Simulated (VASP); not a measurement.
# Rh (I4/mmm) in VASP: further runs, part 2 of 2

VASP 6.6.1. The steps go on from the part before.

## Step 4: Single point, PBE (strain +0.030 along x and y, +0.015 along z)

INCAR

```
  PREC = Accurate
  ENCUT = 520
  EDIFF = 1E-6
  ISMEAR = 0
  SIGMA = 0.15
  LREAL = F
  LASPH = T
  NELM = 80
  ALGO = Fast
  ISIF = 2
  LWAVE = F
  LCHARG = F
  GGA = PE
  NBANDS = 14
```

KPOINTS

```
regular mesh
0
Gamma
  22 22 22
```

POSCAR

```
Rh
1.0
    0.0000000000      1.9585965000      1.9300732500
    1.9585965000      0.0000000000      1.9300732500
    1.9585965000      1.9585965000      0.0000000000
Rh
1
Direct
    0.0000000000      0.0000000000      0.0000000000
```

Potentials or basis: VASP PAW PBE potentials, release 64 (Rh_pv).

The run is started by

```
cat potpaw_PBE.64/Rh_pv/POTCAR > POTCAR
mpirun -np 1 vasp_std > vasp.out
```

OUTCAR:

```text
PREC = Accurate
   ENCUT = 520
   EDIFF = 1E-6
   ISMEAR = 0
   LREAL = F
   LASPH = T
   NELM = 80
   ISIF = 2
   GGA = PE

 ion  position               nearest neighbor table
   1  0.000  0.000  0.000-

  LATTYP: Found a body centered tetragonal cell.
 ALAT       =     2.7698737335
 C/A-ratio  =     1.3936182192

  Lattice vectors:

 A1 = (   0.0000000000,  -1.9585965000,  -1.9300732500)
 A2 = (   0.0000000000,   1.9585965000,  -1.9300732500)
 A3 = (   1.9585965000,   0.0000000000,   1.9300732500)

Analysis of symmetry for initial positions (statically):
=====================================================================
 Subroutine PRICEL returns:
 Original cell was already a primitive cell.

 Routine SETGRP: Setting up the symmetry group for a
 body centered tetragonal supercell.

 Subroutine GETGRP returns: Found 16 space group operations
 (whereof 16 operations were pure point group operations)
 out of a pool of 16 trial point group operations.

The static configuration has the point symmetry D_4h.

Analysis of symmetry for dynamics (positions and initial velocities):
=====================================================================
 Subroutine PRICEL returns:
 Original cell was already a primitive cell.

 Routine SETGRP: Setting up the symmetry group for a
 body centered tetragonal supercell.

 Subroutine GETGRP returns: Found 16 space group operations
 (whereof 16 operations were pure point group operations)
 out of a pool of 16 trial point group operations.

The dynamic configuration has the point symmetry D_4h.

 Subroutine INISYM returns: Found 16 space group operations
 (whereof 16 operations are pure point group operations),
 and found     1 'primitive' translations

----------------------------------------------------------------------------------------

                                     Primitive cell

  volume of cell :      14.8079

  direct lattice vectors                    reciprocal lattice vectors
     0.000000000  1.958596500  1.930073250    -0.255284843  0.255284843  0.259057525
     1.958596500  0.000000000  1.930073250     0.255284843 -0.255284843  0.259057525
     1.958596500  1.958596500  0.000000000     0.255284843  0.255284843 -0.259057525

  length of vectors
     2.749778718  2.749778718  2.769873734     0.444355155  0.444355155  0.444355155

  position of ions in fractional coordinates (direct lattice)
     0.000000000  0.000000000  0.000000000

  ion indices of the primitive-cell ions
   primitive index   ion index
                 1           1

----------------------------------------------------------------------------------------

 KPOINTS: regular mesh

Automatic generation of k-mesh.
 Grid dimensions read from file:
 generate k-points for:   22   22   22

 Generating k-lattice:

  Cartesian coordinates                     Fractional coordinates (reciprocal lattice)
    -0.011603856  0.011603856  0.011775342     0.045454545  0.000000000  0.000000000
     0.011603856 -0.011603856  0.011775342     0.000000000  0.045454545  0.000000000
     0.011603856  0.011603856 -0.011775342    -0.000000000 -0.000000000  0.045454545

  Length of vectors
     0.020197962  0.020197962  0.020197962

  Shift w.r.t. Gamma in fractional coordinates (k-lattice)
     0.000000000  0.000000000  0.000000000

 Subroutine IBZKPT returns following result:
 ===========================================

 Found    834 irreducible k-points:

 Following reciprocal coordinates:
            Coordinates               Weight
  0.000000  0.000000  0.000000      1.000000
  0.045455 -0.000000  0.000000      8.000000
  0.090909 -0.000000  0.000000      8.000000
  0.136364  0.000000  0.000000      8.000000
  0.181818 -0.000000  0.000000      8.000000
  0.227273 -0.000000  0.000000      8.000000
[... 16 lines left out ...]
  0.500000  0.045455  0.000000      8.000000
 -0.454545  0.045455  0.000000      8.000000
 [... further k-points ...]
   k-points           NKPTS =    834   k-points in BZ     NKDIM =    834   number of bands    NBANDS=     14
   number of dos      NEDOS =    301   number of ions     NIONS =      1
   total plane-waves  NPLWV =   9600
   dimension x,y,z NGX =    20 NGY =   20 NGZ =   24
   dimension x,y,z NGXF=    40 NGYF=   40 NGZF=   48
   ions per type =               1
   NGX,Y,Z   is equivalent  to a cutoff of  12.09, 12.09, 14.40 a.u.
   NGXF,Y,Z  is equivalent  to a cutoff of  24.18, 24.18, 28.81 a.u.
 SYSTEM =  unknown system
   PREC   = accura    normal or accurate (medium, high low for compatibility)
   ISTART =      0    job   : 0-new  1-cont  2-samecut
   ICHARG =      2    charge: 1-file 2-atom 10-const
   ISPIN  =      1    spin polarized calculation?
   LNONCOLLINEAR =      F non collinear calculations
   LSORBIT =      F    spin-orbit coupling
   LASPH  =      T    aspherical Exc in radial PAW
   ENCUT  =  520.0 eV  38.22 Ry    6.18 a.u.   5.11  5.11  5.15*2*pi/ulx,y,z
   NELM   =     80;   NELMIN=  2; NELMDL= -5     # of ELM steps
   EDIFF  = 0.1E-05   stopping-criterion for ELM
   LREAL  =      F    real-space projection
   EDIFFG = 0.1E-04   stopping-criterion for IOM
   NSW    =      0    number of steps for IOM
   IBRION =     -1    ionic relax: 0-MD 1-quasi-New 2-CG
   NFREE  =      0    steps in history (QN), initial steepest desc. (CG)
   ISIF   =      2    stress and relaxation
   ISYM   =      2    0-nonsym 1-usesym 2-fastsym
   POTIM  = 0.5000    time-step for ionic-motion
   TEBEG  =    0.0;   TEEND  =   0.0 temperature during run
   PSTRESS=    0.0 pullay stress
   NELECT =      15.0000    total number of electrons
   NUPDOWN=      -1.0000    fix difference up-down
   EMIN   =  10.00;   EMAX   =-10.00  energy-range for DOS
   EFERMI =   0.00;   METHOD = LEGACY
   ISMEAR =     0;   SIGMA  =   0.15  broadening in eV -4-tet -1-fermi 0-gaus
   EFERMI_NEDOS =   21; number of points for ismear=-14 and -15
   IALGO  =     68    algorithm
   IMIX   =      4    mixing-type and parameters
     AMIX     =   0.40;   BMIX     =  1.00
     AMIX_MAG =   1.60;   BMIX_MAG =  1.00
  volume/ion in A,a.u.               =      14.81        99.93
  Fermi-wavevector in a.u.,A,eV,Ry     =   1.644147  3.106988 36.779537  2.703220
  Thomas-Fermi vector in A             =   2.734162
   LORBIT       =      0    0 simple, 1 ext, 2 COOP (PROOUT), +10 PAW based schemes
   GGA     = PE    functional components
   LHFCALC =     F    Hartree Fock is set to
   AEXX    =    0.0000 exact exchange contribution
   IVDW    =     0    specifies the selected vdW correction
   LEPSILON=     F    determine dielectric tensor
   LRPA    =     F    only Hartree local field effects (RPA)
 non-spin polarized calculation
 RMM-DIIS sequential band-by-band and
 Gauss-broadening in eV      SIGMA  =   0.15
  energy-cutoff  :      520.00
  volume of cell :       14.81
 maximum number of plane-waves:       411
   NGX = 11   NGY = 11   NGZ = 11

 number of electron      14.9999999 magnetization

 Free energy of the ion-electron system (eV)
  ---------------------------------------------------
  ext. energy  EPLUGINS =         0.00000000
  ---------------------------------------------------
  free energy    TOTEN  =        -7.23630018 eV

  energy without entropy =       -7.21918666  energy(sigma->0) =       -7.22774342

 E-fermi :  10.5844     XC(G=0): -13.5578

 val. band max:       10.5820486178   @ k =  -0.0455   0.2727   0.2273
 cond. band min:      10.5851083779   @ k =   0.3182   0.0455   0.2727
 fundamental gap:      0.0030597601
 Fermi energy:        10.5843560390

 k-point     1 :       0.0000    0.0000    0.0000
  band No.  band energies     occupation
      1     -35.6628      2.00000
      2     -35.6628      2.00000
      3     -35.6554      2.00000
      4       3.1723      2.00000
      5       7.8039      2.00000
      6       7.8039      2.00000
      7       7.9446      2.00000
      8       9.6171      2.00000
      9       9.7856      2.00000
     10      26.6161      0.00000
     11      31.3415      0.00000
     12      31.5229      0.00000
     13      31.5229      0.00000
     14      31.9306      0.00000
[... 375 lines left out ...]
 k-point    24 :      -0.4545    0.0455    0.0000
  band No.  band energies     occupation
      1     -36.2156      2.00000
      2     -35.7482      2.00000
      3     -35.7401      2.00000
      4       5.1331      2.00000
      5       7.7674      2.00000
      6       7.8228      2.00000
      7      10.3910      1.93163
      8      11.0387      0.00002
      9      11.9963      0.00000
     10      18.6923      0.00000
     11      26.2160      0.00000
     12      30.9747      0.00000
     13      31.1676      0.00000
     14      31.3437      0.00000

 [... further k-points ...]
[... 5 lines left out ...]
  --------------------------------------------------------------------------------------
  -------------------------------------------------------------------------------------
  Total       -1.1746591     -1.1746591     -0.9115223      0.0000000      0.0000000      0.0000000
  in kB     -127.0950658   -127.0950658    -98.6243427      0.0000000      0.0000000      0.0000000
  external PRESSURE =    -117.6048247 kB  Pullay stress =       0.0000000 kB

 VOLUME and BASIS-vectors are now :
 -----------------------------------------------------------------------------
  energy-cutoff  :      520.00
  volume of cell :       14.81
      direct lattice vectors                 reciprocal lattice vectors
     0.000000000  1.958596500  1.930073250    -0.255284843  0.255284843  0.259057525
     1.958596500  0.000000000  1.930073250     0.255284843 -0.255284843  0.259057525
     1.958596500  1.958596500  0.000000000     0.255284843  0.255284843 -0.259057525

 POSITION                                       TOTAL-FORCE (eV/Angst)
 -----------------------------------------------------------------------------------
      0.00000      0.00000      0.00000         0.000000      0.000000      0.000000
 -----------------------------------------------------------------------------------
    total drift:                                0.000000     -0.000000     -0.000000

  FREE ENERGIE OF THE ION-ELECTRON SYSTEM (eV)
  ---------------------------------------------------
  free  energy   TOTEN  =        -7.2363001802 eV

  energy  without entropy=       -7.2191866599  energy(sigma->0) =       -7.22774342
```

OSZICAR:

```text
N       E                     dE             d eps       ncg     rms          rms(c)
DAV:   1     0.120702910592E+03    0.12070E+03   -0.88242E+03 23406   0.113E+03
DAV:   2    -0.615245254159E+01   -0.12686E+03   -0.12106E+03 25398   0.337E+02
DAV:   3    -0.773594393735E+01   -0.15835E+01   -0.15805E+01 28446   0.415E+01
DAV:   4    -0.774222996312E+01   -0.62860E-02   -0.62854E-02 27246   0.269E+00
DAV:   5    -0.774228996467E+01   -0.60002E-04   -0.60001E-04 28262   0.233E-01    0.844E+00
RMM:   6    -0.724924003427E+01    0.49305E+00   -0.86863E-01 24961   0.903E+00    0.276E+00
RMM:   7    -0.723917153543E+01    0.10068E-01   -0.23556E-02 26122   0.167E+00    0.140E+00
RMM:   8    -0.723651421866E+01    0.26573E-02   -0.44274E-03 27418   0.747E-01    0.179E-01
RMM:   9    -0.723629240902E+01    0.22181E-03   -0.54863E-04 28411   0.248E-01    0.138E-02
RMM:  10    -0.723630221088E+01   -0.98019E-05   -0.53901E-05 28724   0.907E-02    0.109E-02
RMM:  11    -0.723629972142E+01    0.24895E-05   -0.51956E-06 26881   0.277E-02    0.949E-04
RMM:  12    -0.723630018017E+01   -0.45875E-06   -0.11252E-06 19323   0.138E-02
   1 F= -.72363002E+01 E0= -.72277434E+01  d E =-.171135E-01
```

stdout:

```text
POSCAR found type information on POSCAR Rh
 POSCAR found :  1 types and       1 ions
 scaLAPACK will be used
 LDA part: xc-table for (Slater+PW92), standard interpolation
 POSCAR, INCAR and KPOINTS ok, starting setup
 FFT: planning ... GRIDC
 FFT: planning ... GRID_SOFT
 FFT: planning ... GRID
 WAVECAR not read
 entering main loop
WARNING in EDDRMM: call to ZHEGV failed, returncode =   8  4     13
```

Run time: 88 s. Hardware: 1 thread of Intel Xeon Platinum 8488C (Sapphire Rapids), shared host; peak memory 0.26 GiB.

What came out:

- Free energy: -7.2363 eV
- Pressure: -11.8 GPa

Stress tensor (GPa, compression positive):
```
-12.71   0.00   0.00
  0.00 -12.71   0.00
  0.00   0.00  -9.86
```

Caveat: the cell differs from its parent crystal (strain +0.030 along x and y, +0.015 along z).

## Step 5: Summary

| cell | further INCAR settings | gap on the mesh (eV) | pressure (GPa) |
| --- | --- | --- | --- |
| a = 2.730, b = 2.730, c = 2.770 Å, angles 59.5, 59.5, 61.0°, 1 atom | ALGO = Fast; EDIFF = 1e-06; NBANDS = 14 | none | -8.7 |
| a = 2.750, b = 2.750, c = 2.730 Å, angles 60.2, 60.2, 59.5°, 1 atom | ALGO = Fast; EDIFF = 1e-07; NBANDS = 14 | none | -8.8 |
| a = 2.750, b = 2.750, c = 2.770 Å, angles 59.8, 59.8, 60.5°, 1 atom | ALGO = Fast; EDIFF = 1e-06; NBANDS = 14 | none | -11.8 |

Alike in all rows: task single point; level PBE; potentials or basis VASP PAW PBE potentials, release 64 (Rh_pv); no spin polarisation; k mesh 22 × 22 × 22; cutoff (eV) 520; smearing gaussian 0.15 eV.

Absolute energies hang on the potentials; compare differences alone.
